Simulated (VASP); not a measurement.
# SiC in VASP: a series of runs

Aim: see how the results for SiC move with the level of theory and the settings. Levels: PBE, PBE-based screened hybrid with 25 % exact exchange. Tasks: single point, relaxation of cell and atoms.

Program: VASP 6.6.1. These are calculated values, not measurements. Logs are shortened: lines on timing, memory, paths and dates and some standing lists are left out, and cuts for length are marked.

## 1. The cell of the first run

The typed cell holds 4 atoms: a = 3.076 Å, b = 3.076 Å, c = 5.048 Å, α = 90.00°, β = 90.00°, γ = 120.00°.

## 2. Single point, PBE (atoms moved at random)

The input, INCAR:

```
  PREC = Accurate
  ENCUT = 520
  EDIFF = 1E-7
  ISMEAR = 0
  SIGMA = 0.02
  LREAL = False
  LASPH = True
  ALGO = Normal
  NELM = 100
  ISIF = 2
  LWAVE = False
  LCHARG = False
```

The input, KPOINTS:

```
k-points
0
Gamma
  8 8 5
```

The input, POSCAR:

```
SiC
1.0
    3.0760000000      0.0000000000      0.0000000000
   -1.5380000000      2.6638941420      0.0000000000
    0.0000000000      0.0000000000      5.0480000000
Si C
2 2
Direct
    0.6602650000      0.3315450000      0.4987880000
    0.3293740000      0.6624680000     -0.0053180000
    0.6662340000      0.3402540000      0.8850980000
    0.3350740000      0.6623020000      0.3860240000
```

Potentials or basis: VASP PAW PBE potentials, release 64 (Si, C).

Launch:

```sh
> cat potpaw_PBE.64/Si/POTCAR potpaw_PBE.64/C/POTCAR > POTCAR
> mpirun -np 1 vasp_std > vasp.out
```

OUTCAR:

```text
PREC = Accurate
   ENCUT = 520
   EDIFF = 1E-7
   ISMEAR = 0
   LREAL = False
   LASPH = True
   NELM = 100
   ISIF = 2

 Found    162 irreducible k-points:

 Following reciprocal coordinates:
            Coordinates               Weight
  0.000000  0.000000  0.000000      1.000000
  0.125000  0.000000  0.000000      2.000000
  0.000000  0.125000  0.000000      2.000000
 -0.125000  0.125000  0.000000      2.000000
  0.250000  0.000000  0.000000      2.000000
  0.000000  0.250000  0.000000      2.000000
   k-points           NKPTS =    162   k-points in BZ     NKDIM =    162   number of bands    NBANDS=     12
   number of dos      NEDOS =    301   number of ions     NIONS =      4
   total plane-waves  NPLWV =  23040
   dimension x,y,z NGX =    24 NGY =   24 NGZ =   40
   dimension x,y,z NGXF=    48 NGYF=   48 NGZF=   80
   ions per type =               2   2
   NGX,Y,Z   is equivalent  to a cutoff of  12.97, 12.97, 13.17 a.u.
   NGXF,Y,Z  is equivalent  to a cutoff of  25.94, 25.94, 26.35 a.u.
 SYSTEM =  unknown system
   PREC   = accura    normal or accurate (medium, high low for compatibility)
   ISTART =      0    job   : 0-new  1-cont  2-samecut
   ICHARG =      2    charge: 1-file 2-atom 10-const
   ISPIN  =      1    spin polarized calculation?
   LNONCOLLINEAR =      F non collinear calculations
   LSORBIT =      F    spin-orbit coupling
   LASPH  =      T    aspherical Exc in radial PAW
   ENCUT  =  520.0 eV  38.22 Ry    6.18 a.u.   5.72  5.72  9.39*2*pi/ulx,y,z
   NELM   =    100;   NELMIN=  2; NELMDL= -5     # of ELM steps
   EDIFF  = 0.1E-06   stopping-criterion for ELM
   LREAL  =      F    real-space projection
   EDIFFG = 0.1E-05   stopping-criterion for IOM
   NSW    =      0    number of steps for IOM
   IBRION =     -1    ionic relax: 0-MD 1-quasi-New 2-CG
   NFREE  =      0    steps in history (QN), initial steepest desc. (CG)
   ISIF   =      2    stress and relaxation
   ISYM   =      2    0-nonsym 1-usesym 2-fastsym
   POTIM  = 0.5000    time-step for ionic-motion
   TEBEG  =    0.0;   TEEND  =   0.0 temperature during run

   SCALEE = 1.0000    scale energy and forces
   PSTRESS=    0.0 pullay stress
   NELECT =      16.0000    total number of electrons
   NUPDOWN=      -1.0000    fix difference up-down
   EMIN   =  10.00;   EMAX   =-10.00  energy-range for DOS
   EFERMI =   0.00;   METHOD = LEGACY
   ISMEAR =     0;   SIGMA  =   0.02  broadening in eV -4-tet -1-fermi 0-gaus
   EFERMI_NEDOS =   21; number of points for ismear=-14 and -15
   IALGO  =     38    algorithm
   IMIX   =      4    mixing-type and parameters
     AMIX     =   0.40;   BMIX     =  1.00
     AMIX_MAG =   1.60;   BMIX_MAG =  1.00
  volume/ion in A,a.u.               =      10.34        69.78
  Fermi-wavevector in a.u.,A,eV,Ry     =   1.192817  2.254098 19.358549  1.422813
  Thomas-Fermi vector in A             =   2.328847
   LORBIT       =      0    0 simple, 1 ext, 2 COOP (PROOUT), +10 PAW based schemes
   GGA     = PE    functional components
   LHFCALC =     F    Hartree Fock is set to
   AEXX    =    0.0000 exact exchange contribution
   IVDW    =     0    specifies the selected vdW correction
   LEPSILON=     F    determine dielectric tensor
   LRPA    =     F    only Hartree local field effects (RPA)

   CSHIFT  =0.1000    complex shift for real part using Kramers Kronig

   OMEGAMAX=  -1.0    maximum frequency
 non-spin polarized calculation
 Gauss-broadening in eV      SIGMA  =   0.02
  energy-cutoff  :      520.00
  volume of cell :       41.36
 maximum number of plane-waves:      1132
   NGX = 11   NGY = 11   NGZ = 19

 number of electron      16.0000000 magnetization

 Free energy of the ion-electron system (eV)
  ---------------------------------------------------
  ext. energy  EPLUGINS =         0.00000000
  ---------------------------------------------------
  free energy    TOTEN  =       -30.00965259 eV

  energy without entropy =      -30.00965259  energy(sigma->0) =      -30.00965259

 E-fermi :   8.6245     XC(G=0): -11.3475

 val. band max:        8.5198310577   @ k =   0.0000   0.0000   0.0000
 cond. band min:      10.9633883402   @ k =   0.0000   0.5000   0.0000
 fundamental gap:      2.4435572825
 Fermi energy:         8.6245292742

 k-point     1 :       0.0000    0.0000    0.0000
  band No.  band energies     occupation
      1      -7.3213      2.00000
      2      -3.8419      2.00000
      3      -0.2217      2.00000
      4       6.6896      2.00000
      5       6.9243      2.00000
      6       8.0140      2.00000
      7       8.1550      2.00000
      8       8.5198      2.00000
      9      13.0172      0.00000
     10      14.4146      0.00000
     11      14.8748      0.00000
     12      14.9465      0.00000

 k-point     2 :       0.1250    0.0000    0.0000
  band No.  band energies     occupation
      1      -7.0506      2.00000
      2      -3.6098      2.00000
      3       0.0297      2.00000
      4       5.4536      2.00000
      5       6.3798      2.00000
      6       7.1545      2.00000
      7       7.8952      2.00000
      8       8.3213      2.00000
      9      13.4316      0.00000
     10      14.6287      0.00000
     11      15.0016      0.00000
     12      15.5190      0.00000

 k-point     3 :       0.0000    0.1250    0.0000
  band No.  band energies     occupation
      1      -7.0510      2.00000
      2      -3.6097      2.00000
      3       0.0292      2.00000
      4       5.5069      2.00000
      5       6.3163      2.00000
      6       7.1828      2.00000
      7       7.8672      2.00000
      8       8.3255      2.00000
      9      13.4176      0.00000
     10      14.6568      0.00000
     11      14.9830      0.00000
     12      15.5273      0.00000

 k-point     4 :      -0.1250    0.1250    0.0000
  band No.  band energies     occupation
      1      -7.0497      2.00000
      2      -3.6096      2.00000
      3       0.0307      2.00000
      4       5.3694      2.00000
      5       6.4721      2.00000
      6       7.0709      2.00000
      7       7.9913      2.00000
      8       8.3168      2.00000
      9      13.4530      0.00000
     10      14.5724      0.00000
     11      15.0717      0.00000
     12      15.4617      0.00000

 k-point     5 :       0.2500    0.0000    0.0000
  band No.  band energies     occupation
      1      -6.2563      2.00000
      2      -2.9660      2.00000
      3       0.7150      2.00000
      4       3.0533      2.00000
      5       5.1673      2.00000
      6       5.6139      2.00000
      7       7.4331      2.00000
      8       7.5965      2.00000
      9      12.2832      0.00000
     10      14.1204      0.00000
     11      15.3196      0.00000
     12      16.2616      0.00000

 k-point     6 :       0.0000    0.2500    0.0000
  band No.  band energies     occupation
      1      -6.2584      2.00000
      2      -2.9649      2.00000
      3       0.7132      2.00000
      4       3.0815      2.00000
      5       5.1924      2.00000
      6       5.5739      2.00000
      7       7.4037      2.00000
      8       7.6154      2.00000
      9      12.2676      0.00000
     10      14.0596      0.00000
     11      15.3129      0.00000
     12      16.2456      0.00000

 [... further k-points ...]
[... 5 lines left out ...]
  --------------------------------------------------------------------------------------
  -------------------------------------------------------------------------------------
  Total        2.0337151      1.1899031     -0.1111658     -0.3961051      0.1065852      0.1251563
  in kB       78.7731198     46.0892382     -4.3058528    -15.3425795      4.1284304      4.8477559
  external PRESSURE =      40.1855017 kB  Pullay stress =       0.0000000 kB

 VOLUME and BASIS-vectors are now :
 -----------------------------------------------------------------------------
  energy-cutoff  :      520.00
  volume of cell :       41.36
      direct lattice vectors                 reciprocal lattice vectors
     3.076000000  0.000000000  0.000000000     0.325097529  0.187695146  0.000000000
    -1.538000000  2.663894142  0.000000000     0.000000000  0.375390292  0.000000000
     0.000000000  0.000000000  5.048000000     0.000000000  0.000000000  0.198098257

 POSITION                                       TOTAL-FORCE (eV/Angst)
 -----------------------------------------------------------------------------------
      1.52106      0.88320      2.51788         0.594620     -0.111007      0.718872
     -0.00572      1.76474      5.02115        -0.103710      0.567449      1.342030
      1.52603      0.90640      4.46797         0.130165     -0.620125     -1.001818
      0.01207      1.76430      1.94865        -0.621075      0.163684     -1.059085
 -----------------------------------------------------------------------------------
    total drift:                                0.000030     -0.000006     -0.000188

  FREE ENERGIE OF THE ION-ELECTRON SYSTEM (eV)
  ---------------------------------------------------
  free  energy   TOTEN  =       -30.0096525907 eV

  energy  without entropy=      -30.0096525907  energy(sigma->0) =      -30.00965259
```

stdout:

```text
POSCAR found type information on POSCAR SiC
 POSCAR found :  2 types and       4 ions
 scaLAPACK will be used
 LDA part: xc-table for (Slater+PW92), standard interpolation
 POSCAR, INCAR and KPOINTS ok, starting setup
 FFT: planning ... GRIDC
 FFT: planning ... GRID_SOFT
 FFT: planning ... GRID
 WAVECAR not read
 entering main loop
```

It took 22 s on 1 thread of Intel Xeon 6975P-C (Granite Rapids), shared host; peak memory 0.2 GiB.

Results:

```yaml
Free_energy: -30.0097 eV
Pressure: 4.0 GPa
Largest_force: 1.461 eV/Å
Band_gap_on_the_k_mesh: 2.44 eV (least direct gap 4.07 eV)
```

Forces in eV/Å, atoms in the order of the input:
```
Si   0.595 -0.111  0.719
Si  -0.104  0.567  1.342
C    0.130 -0.620 -1.002
C   -0.621  0.164 -1.059
```

Stress tensor (GPa, compression positive):
```
 7.88 -1.53  0.48
-1.53  4.61  0.41
 0.48  0.41 -0.43
```

Caveat: the cell differs from its parent crystal (atoms moved at random); the cell stands under pressure; an odd mesh through Γ misses points on the zone boundary, where band edges can lie.

## 3. Relaxation of cell and atoms, PBE-based screened hybrid with 25 % exact exchange

The input, POSCAR:

```
SiC
1.0
    3.0760000000      0.0000000000      0.0000000000
   -1.5380000000      2.6638941420      0.0000000000
    0.0000000000      0.0000000000      5.0480000000
Si C
2 2
Direct
    0.6666666667      0.3333333333      0.5000000000
    0.3333333333      0.6666666667      0.0000000000
    0.6666666667      0.3333333333      0.8850000000
    0.3333333333      0.6666666667      0.3850000000
```

The input, INCAR.step1:

```
SYSTEM = SiC
  ALGO = Normal
  EDIFF = 1E-5
  ENCUT = 600
  GGA = PE
  ISMEAR = -1
  LASPH = .True.
  LCHARG = .False.
  LREAL = .False.
  LWAVE = .True.
  NBANDS = 16
  NELM = 100
  PREC = Accurate
  SIGMA = 0.05
```

The input, INCAR.step2:

```
SYSTEM = SiC
  AEXX = 0.25
  ALGO = Normal
  EDIFF = 1E-6
  EDIFFG = -0.01
  ENCUT = 600
  GGA = PE
  HFSCREEN = 0.3
  IBRION = 2
  ISIF = 3
  ISMEAR = -1
  ISTART = 1
  LASPH = .True.
  LCHARG = .False.
  LHFCALC = .True.
  LREAL = .False.
  LWAVE = .False.
  NELM = 100
  NSW = 60
  PREC = Accurate
  PRECFOCK = Normal
  SIGMA = 0.05
```

The input, KPOINTS:

```
k-points
0
Gamma
  5 5 3
  0 0 0
```

Potentials or basis: VASP PAW PBE potentials, release 64 (Si, C).

Launch:

```sh
> cat potpaw_PBE.64/Si/POTCAR potpaw_PBE.64/C/POTCAR > POTCAR
> cp INCAR.step1 INCAR
> mpirun -np 1 vasp_std > vasp.out
> cp INCAR.step2 INCAR
> mpirun -np 1 vasp_std > vasp.out
```

Wall time 31 min (1 thread of AMD EPYC 7R43 (Zen 3), shared host); peak memory 0.25 GiB.

The run converged. Its results:

| Item | Value |
| --- | --- |
| Free energy | -33.9923 eV |
| Relaxed volume | 10.28 Å³/atom |
| Relaxed cell | a = 3.071 Å, b = 3.071 Å, c = 5.033 Å, α = 90.00°, β = 90.00°, γ = 120.00° |
| Space group after relaxing (to 0.1 Å) | P6_3mc (No. 186) |
| Energy gained by relaxing | 9.1 meV/atom |
| Ionic steps | 8 |
| Pressure after relaxing | 0.0 GPa |
| Band gap on the k mesh | 3.63 eV (least direct gap 4.97 eV) |

The path:
```csv
step,energy change (eV),largest force (eV/Å),pressure (GPa),volume (Å³)
1,0.0000,0.7576,-1.17,41.36
2,0.0004,0.7633,1.39,40.91
3,-0.0340,0.0634,-0.14,41.13
4,-0.0362,0.0074,0.26,41.06
5,-0.0363,0.0070,0.18,41.08
6,-0.0363,0.0088,0.18,41.08
7,-0.0363,0.0074,-0.14,41.13
8,-0.0363,0.0000,0.00,41.11
```

Final structure:
```yaml
crystal:
  lattice:
    - [3.07090, 0.00000, 0.00000]
    - [-1.53545, 2.65948, 0.00000]
    - [0.00000, 0.00000, 5.03316]
  atoms:
    - { symbol: Si, position: [0.66667, 0.33333, 0.50438] }
    - { symbol: Si, position: [0.33333, 0.66667, 0.00438] }
    - { symbol: C, position: [0.66667, 0.33333, 0.88062] }
    - { symbol: C, position: [0.33333, 0.66667, 0.38062] }
```

Levels at points of the mesh, in eV from the valence-band top:
```csv
k point,band 5,band 6,band 7,band 8,band 9,band 10,band 11,band 12
"(0.00, 0.00, 0.00)",-1.46,-0.09,0.00,0.00,5.78,7.34,7.68,7.68
```

Caveat: the k points lie up to 0.47 Å⁻¹ apart in the final cell; the PAW data sets were made with another functional, which shifts forces and pressure a little; an odd mesh through Γ misses points on the zone boundary, where band edges can lie.
